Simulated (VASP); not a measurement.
Input of a VASP 6.6.1 run:

Contents of INCAR:

```
ALGO = Fast
EDIFF = 1E-7
EDIFFG = -0.01
ENCUT = 600
GGA = PE
IBRION = 2
ISIF = 4
ISMEAR = 0
LASPH = T
LCHARG = F
LREAL = F
LWAVE = F
NELM = 60
NSW = 50
PREC = Accurate
SIGMA = 0.1
```

KPOINTS

```
k-points
0
Gamma
  18 18 10
```

The input POSCAR:

```
Ti
1.0
    2.8785942105      0.0000000000      0.0000000000
   -1.4392971053      2.4929357135      0.0000000000
    0.0000000000      0.0000000000      4.5554938660
Ti
2
Direct
    0.3333333333      0.6666666667      0.2500000000
    0.6666666667      0.3333333333      0.7500000000
```

Potentials or basis: VASP PAW PBE potentials, release 64 (Ti_sv).

The run is started by

```sh
$ cat potpaw_PBE.64/Ti_sv/POTCAR > POTCAR
$ mpirun -np 1 vasp_std > vasp.out
```

Question: Estimate the band gap on the k mesh.

Answer: Zero (band 12 reaches 9.80 eV, above the bottom of band 13 at 8.67 eV).

Final structure:
```
Ti
1.0
     2.87765    0.00000    0.00000
    -1.43883    2.49212    0.00000
     0.00000    0.00000    4.55847
Ti
2
Direct
  0.33333 0.66667 0.25000
  0.66667 0.33333 0.75000
```
